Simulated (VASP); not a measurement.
# Hf (Fm-3m) in VASP: a series of runs

Hf is run at these levels: PBE; tasks: single point.

Program: VASP 6.6.1. These are calculated values, not measurements. Logs are shortened: lines on timing, memory, paths and dates and some standing lists are left out, and cuts for length are marked.

### 1 The cell of the first run

Symmetry: Fm-3m, No. 225, cubic system. The conventional cell has a = 3.608 Å, b = 3.608 Å, c = 3.608 Å, α = 90.00°, β = 90.00°, γ = 90.00°. Within 3.4 Å of Hf (site symmetry m-3m) lie 12 Hf at 2.55 Å.

### 2 Single point, PBE (volume scaled by 0.52)

Input file INCAR:

```
SYSTEM = Hf
PREC     = Accurate       ! precision mode
ENCUT    = 520            ! plane-wave cutoff, eV
EDIFF    = 1E-7           ! SCF threshold, eV
ISMEAR   = -1             ! smearing method
SIGMA    = 0.1            ! smearing width, eV
LREAL    = .FALSE.        ! projectors in reciprocal space
LASPH    = .TRUE.         ! aspherical terms in the spheres
NELM     = 60             ! most SCF steps
ALGO     = Normal         ! electronic algorithm
ISIF     = 2              ! what is computed and relaxed
LWAVE    = .FALSE.        ! write WAVECAR
LCHARG   = .FALSE.        ! write CHGCAR
GGA      = PE             ! functional
NBANDS   = 11             ! bands
```

Input file KPOINTS:

```
Automatic mesh
0
G
  16 16 16
  0 0 0
```

Input file POSCAR:

```
Hf
1.0
    0.0000000000      1.8042140931      1.8042140931
    1.8042140931      0.0000000000      1.8042140931
    1.8042140931      1.8042140931      0.0000000000
Hf
1
Direct
    0.0000000000      0.0000000000      0.0000000000
```

Potentials or basis: VASP PAW PBE potentials, release 64 (Hf_pv).

Launch:

```sh
$ cat potpaw_PBE.64/Hf_pv/POTCAR > POTCAR
$ mpirun -np 1 vasp_std > vasp.out
```

OUTCAR:

```text
SYSTEM = Hf
   PREC = Accurate
   ENCUT = 520
   EDIFF = 1E-7
   ISMEAR = -1
   LREAL = .FALSE.
   LASPH = .TRUE.
   NELM = 60
   ISIF = 2
   GGA = PE

 ion  position               nearest neighbor table
   1  0.000  0.000  0.000-

  LATTYP: Found a face centered cubic cell.
 ALAT       =     3.6084281862

  Lattice vectors:

 A1 = (   0.0000000000,   1.8042140931,   1.8042140931)
 A2 = (   1.8042140931,   0.0000000000,   1.8042140931)
 A3 = (   1.8042140931,   1.8042140931,   0.0000000000)

Analysis of symmetry for initial positions (statically):
=====================================================================
 Subroutine PRICEL returns:
 Original cell was already a primitive cell.

 Routine SETGRP: Setting up the symmetry group for a
 face centered cubic supercell.

 Subroutine GETGRP returns: Found 48 space group operations
 (whereof 48 operations were pure point group operations)
 out of a pool of 48 trial point group operations.

The static configuration has the point symmetry O_h .

Analysis of symmetry for dynamics (positions and initial velocities):
=====================================================================
 Subroutine PRICEL returns:
 Original cell was already a primitive cell.

 Routine SETGRP: Setting up the symmetry group for a
 face centered cubic supercell.

 Subroutine GETGRP returns: Found 48 space group operations
 (whereof 48 operations were pure point group operations)
 out of a pool of 48 trial point group operations.

The dynamic configuration has the point symmetry O_h .

 Subroutine INISYM returns: Found 48 space group operations
 (whereof 48 operations are pure point group operations),
 and found     1 'primitive' translations

----------------------------------------------------------------------------------------

                                     Primitive cell

  volume of cell :      11.7461

  direct lattice vectors                    reciprocal lattice vectors
     0.000000000  1.804214093  1.804214093    -0.277128974  0.277128974  0.277128974
     1.804214093  0.000000000  1.804214093     0.277128974 -0.277128974  0.277128974
     1.804214093  1.804214093  0.000000000     0.277128974  0.277128974 -0.277128974

  length of vectors
     2.551544040  2.551544040  2.551544040     0.480001463  0.480001463  0.480001463

  position of ions in fractional coordinates (direct lattice)
     0.000000000  0.000000000  0.000000000

  ion indices of the primitive-cell ions
   primitive index   ion index
                 1           1

----------------------------------------------------------------------------------------

 KPOINTS: Automatic mesh

Automatic generation of k-mesh.
 Grid dimensions read from file:
 generate k-points for:   16   16   16

 Generating k-lattice:

  Cartesian coordinates                     Fractional coordinates (reciprocal lattice)
    -0.017320561  0.017320561  0.017320561     0.062500000  0.000000000  0.000000000
     0.017320561 -0.017320561  0.017320561     0.000000000  0.062500000  0.000000000
     0.017320561  0.017320561 -0.017320561     0.000000000  0.000000000  0.062500000

  Length of vectors
     0.030000091  0.030000091  0.030000091

  Shift w.r.t. Gamma in fractional coordinates (k-lattice)
     0.000000000  0.000000000  0.000000000

 Subroutine IBZKPT returns following result:
 ===========================================

 Found    145 irreducible k-points:

 Following reciprocal coordinates:
            Coordinates               Weight
  0.000000  0.000000  0.000000      1.000000
  0.062500  0.000000  0.000000      8.000000
  0.125000  0.000000  0.000000      8.000000
  0.187500  0.000000  0.000000      8.000000
  0.250000  0.000000  0.000000      8.000000
  0.312500  0.000000  0.000000      8.000000
[... 16 lines left out ...]
 -0.125000  0.062500  0.000000     24.000000
 -0.062500  0.062500  0.000000     12.000000
 [... further k-points ...]
   k-points           NKPTS =    145   k-points in BZ     NKDIM =    145   number of bands    NBANDS=     11
   number of dos      NEDOS =    301   number of ions     NIONS =      1
   total plane-waves  NPLWV =   8000
   dimension x,y,z NGX =    20 NGY =   20 NGZ =   20
   dimension x,y,z NGXF=    40 NGYF=   40 NGZF=   40
   ions per type =               1
   NGX,Y,Z   is equivalent  to a cutoff of  13.03, 13.03, 13.03 a.u.
   NGXF,Y,Z  is equivalent  to a cutoff of  26.06, 26.06, 26.06 a.u.
 SYSTEM =  Hf
   PREC   = accura    normal or accurate (medium, high low for compatibility)
   ISTART =      0    job   : 0-new  1-cont  2-samecut
   ICHARG =      2    charge: 1-file 2-atom 10-const
   ISPIN  =      1    spin polarized calculation?
   LNONCOLLINEAR =      F non collinear calculations
   LSORBIT =      F    spin-orbit coupling
   LASPH  =      T    aspherical Exc in radial PAW
   ENCUT  =  520.0 eV  38.22 Ry    6.18 a.u.   4.74  4.74  4.74*2*pi/ulx,y,z
   NELM   =     60;   NELMIN=  2; NELMDL= -5     # of ELM steps
   EDIFF  = 0.1E-06   stopping-criterion for ELM
   LREAL  =      F    real-space projection
   EDIFFG = 0.1E-05   stopping-criterion for IOM
   NSW    =      0    number of steps for IOM
   IBRION =     -1    ionic relax: 0-MD 1-quasi-New 2-CG
   NFREE  =      0    steps in history (QN), initial steepest desc. (CG)
   ISIF   =      2    stress and relaxation
   ISYM   =      2    0-nonsym 1-usesym 2-fastsym
   POTIM  = 0.5000    time-step for ionic-motion
   TEBEG  =    0.0;   TEEND  =   0.0 temperature during run
   PSTRESS=    0.0 pullay stress
   NELECT =      10.0000    total number of electrons
   NUPDOWN=      -1.0000    fix difference up-down
   EMIN   =  10.00;   EMAX   =-10.00  energy-range for DOS
   EFERMI =   0.00;   METHOD = LEGACY
   ISMEAR =    -1;   SIGMA  =   0.10  broadening in eV -4-tet -1-fermi 0-gaus
   EFERMI_NEDOS =   21; number of points for ismear=-14 and -15
   IALGO  =     38    algorithm
   IMIX   =      4    mixing-type and parameters
     AMIX     =   0.40;   BMIX     =  1.00
     AMIX_MAG =   1.60;   BMIX_MAG =  1.00
  volume/ion in A,a.u.               =      11.75        79.27
  Fermi-wavevector in a.u.,A,eV,Ry     =   1.551589  2.932079 32.755063  2.407429
  Thomas-Fermi vector in A             =   2.656087
   LORBIT       =      0    0 simple, 1 ext, 2 COOP (PROOUT), +10 PAW based schemes
   GGA     = PE    functional components
   LHFCALC =     F    Hartree Fock is set to
   AEXX    =    0.0000 exact exchange contribution
   IVDW    =     0    specifies the selected vdW correction
   LEPSILON=     F    determine dielectric tensor
   LRPA    =     F    only Hartree local field effects (RPA)
 non-spin polarized calculation
  energy-cutoff  :      520.00
  volume of cell :       11.75
 maximum number of plane-waves:       332
   NGX =  9   NGY =  9   NGZ =  9

 number of electron      10.0000000 magnetization

 Free energy of the ion-electron system (eV)
  ---------------------------------------------------
  ext. energy  EPLUGINS =         0.00000000
  ---------------------------------------------------
  free energy    TOTEN  =        -5.76463245 eV

  energy without entropy =       -5.74736872  energy(sigma->0) =       -5.75600058

 E-fermi :  10.4018     XC(G=0): -14.6130

 val. band max:       10.3639195091   @ k =   0.1250   0.0625   0.0000
 cond. band min:      10.4101784466   @ k =  -0.2500   0.1250   0.0000
 fundamental gap:      0.0462589375
 Fermi energy:        10.4017535156

 k-point     1 :       0.0000    0.0000    0.0000
  band No.  band energies     occupation
      1     -17.3268      2.00000
      2     -17.3268      2.00000
      3     -17.3268      2.00000
      4       2.0749      2.00000
      5      11.4100      0.00008
      6      11.4100      0.00008
      7      11.4100      0.00008
      8      17.4196      0.00000
      9      17.4196      0.00000
     10      23.9921      0.00000
     11      24.9244      0.00000

 k-point     2 :       0.0625    0.0000    0.0000
  band No.  band energies     occupation
      1     -17.5868      2.00000
      2     -17.3531      2.00000
      3     -17.3531      2.00000
      4       2.4131      2.00000
      5      11.1454      0.00118
      6      11.5546      0.00002
      7      11.5546      0.00002
      8      17.1971      0.00000
      9      17.1971      0.00000
     10      24.6261      0.00000
     11      24.9240      0.00000

 k-point     3 :       0.1250    0.0000    0.0000
  band No.  band energies     occupation
      1     -18.2871      2.00000
      2     -17.4272      2.00000
      3     -17.4272      2.00000
      4       3.2929      2.00000
      5      10.5923      0.25904
      6      11.9107      0.00000
      7      11.9107      0.00000
      8      16.7376      0.00000
      9      16.7376      0.00000
     10      24.9217      0.00000
     11      26.0812      0.00000

 k-point     4 :       0.1875    0.0000    0.0000
  band No.  band energies     occupation
      1     -19.2457      2.00000
      2     -17.5357      2.00000
      3     -17.5357      2.00000
      4       4.3127      2.00000
      5      10.2909      1.50381
      6      12.2032      0.00000
      7      12.2032      0.00000
      8      16.5548      0.00000
      9      16.5548      0.00000
     10      24.9146      0.00000
     11      26.0213      0.00000
[... 239 lines left out ...]
 k-point    22 :      -0.1875    0.0625    0.0000
  band No.  band energies     occupation
      1     -19.6274      2.00000
      2     -17.8081      2.00000
      3     -17.5080      2.00000
      4       4.8685      2.00000
      5      10.0135      1.95963
      6      12.2430      0.00000
      7      12.3922      0.00000
      8      15.5540      0.00000
      9      17.7960      0.00000
     10      24.9151      0.00000
     11      26.3062      0.00000

 k-point    23 :      -0.1250    0.0625    0.0000
  band No.  band energies     occupation
      1     -18.6787      2.00000
      2     -17.6501      2.00000
      3     -17.4093      2.00000
      4       3.9096      2.00000
      5      10.1475      1.85410
      6      12.1375      0.00000
      7      12.2422      0.00000
      8      15.7398      0.00000
      9      17.3159      0.00000
     10      24.9211      0.00000
     11      26.9907      0.00000

 k-point    24 :      -0.0625    0.0625    0.0000
  band No.  band energies     occupation
      1     -17.9398      2.00000
      2     -17.4894      2.00000
      3     -17.3542      2.00000
      4       2.9388      2.00000
      5      10.7070      0.09023
      6      11.7340      0.00000
      7      11.8954      0.00000
      8      16.4780      0.00000
      9      17.3085      0.00000
     10      24.9232      0.00000
     11      25.5882      0.00000

 [... further k-points ...]

------------------------ aborting loop because EDIFF is reached ----------------------------------------

  FORCE on cell =-STRESS in cart. coord.  units (eV):
  Direction    XX          YY          ZZ          XY          YZ          ZX
  --------------------------------------------------------------------------------------
  -------------------------------------------------------------------------------------
  Total       14.8854827     14.8854827     14.8854827      0.0000000     -0.0000000      0.0000000
  in kB     2030.3892063   2030.3892063   2030.3892063      0.0000000     -0.0000000      0.0000000
  external PRESSURE =    2030.3892063 kB  Pullay stress =       0.0000000 kB

 VOLUME and BASIS-vectors are now :
 -----------------------------------------------------------------------------
  energy-cutoff  :      520.00
  volume of cell :       11.75
      direct lattice vectors                 reciprocal lattice vectors
     0.000000000  1.804214093  1.804214093    -0.277128974  0.277128974  0.277128974
     1.804214093  0.000000000  1.804214093     0.277128974 -0.277128974  0.277128974
     1.804214093  1.804214093  0.000000000     0.277128974  0.277128974 -0.277128974

 POSITION                                       TOTAL-FORCE (eV/Angst)
 -----------------------------------------------------------------------------------
      0.00000      0.00000      0.00000         0.000000     -0.000000     -0.000000
 -----------------------------------------------------------------------------------
    total drift:                               -0.000000      0.000000      0.000000

  FREE ENERGIE OF THE ION-ELECTRON SYSTEM (eV)
  ---------------------------------------------------
  free  energy   TOTEN  =        -5.7646324452 eV

  energy  without entropy=       -5.7473687165  energy(sigma->0) =       -5.75600058
```

It took 9.9 s on 1 thread of Intel Xeon Platinum 8559C (Emerald Rapids), shared host; peak memory 0.14 GiB.

Results:

```yaml
Free_energy: -5.7646 eV
Pressure: 203.0 GPa
Band_gap_on_the_k_mesh: zero (band 5 reaches 11.67 eV, above the bottom of band 6 at 9.27 eV)
```

Caveat: spin-orbit coupling is left out, which moves the levels of the heavy elements.

### 3 Single point, PBE (volume scaled by 0.52)

Input file INCAR:

```
PREC     = Accurate       # precision mode
ENCUT    = 520            # plane-wave cutoff, eV
EDIFF    = 1E-6           # SCF threshold, eV
ISMEAR   = -1             # smearing method
SIGMA    = 0.1            # smearing width, eV
LREAL    = False          # projectors in reciprocal space
LASPH    = True           # aspherical terms in the spheres
NELM     = 80             # most SCF steps
ALGO     = Normal         # electronic algorithm
ISIF     = 2              # what is computed and relaxed
LWAVE    = False          # write WAVECAR
LCHARG   = True           # write CHGCAR
GGA      = PE             # functional
LELF     = True           # ELF
LVHAR    = True         
NBANDS   = 11             # bands
```

Input file KPOINTS:

```
Automatic mesh
0
Gamma
  16 16 16
```

POSCAR is that of step 2.

Potentials or basis: VASP PAW PBE potentials, release 64 (Hf_pv).

Launch:

```sh
$ cat potpaw_PBE.64/Hf_pv/POTCAR > POTCAR
$ mpirun -np 1 vasp_std > vasp.out
```

It took 9.1 s on 1 thread of Intel Xeon Platinum 8559C (Emerald Rapids), shared host; peak memory 0.14 GiB.

It converged, with:

| Property | Result |
| --- | --- |
| Free energy | -5.7646 eV |
| Pressure | 203.1 GPa |
| Band gap on the k mesh | zero (band 5 reaches 11.67 eV, above the bottom of band 6 at 9.27 eV) |

Levels at points of the mesh, in eV from the Fermi level:
```
           k point  band 1  band 2  band 3  band 4  band 5  band 6  band 7  band 8  band 9  band 10
(0.00, 0.00, 0.00)  -27.73  -27.73  -27.73   -8.33    1.01    1.01    1.01    7.02    7.02    13.59
(0.50, 0.00, 0.00)  -32.99  -28.37  -28.37   -6.08    0.39    0.39    5.35   11.87   11.87    13.79
(0.50, 0.50, 0.00)  -32.58  -29.58  -29.58   -7.36   -5.93    9.63   12.00   13.47   13.47    14.49
```

Caveat: spin-orbit coupling is left out, which moves the levels of the heavy elements.

(Continued in part 2 of 2.)
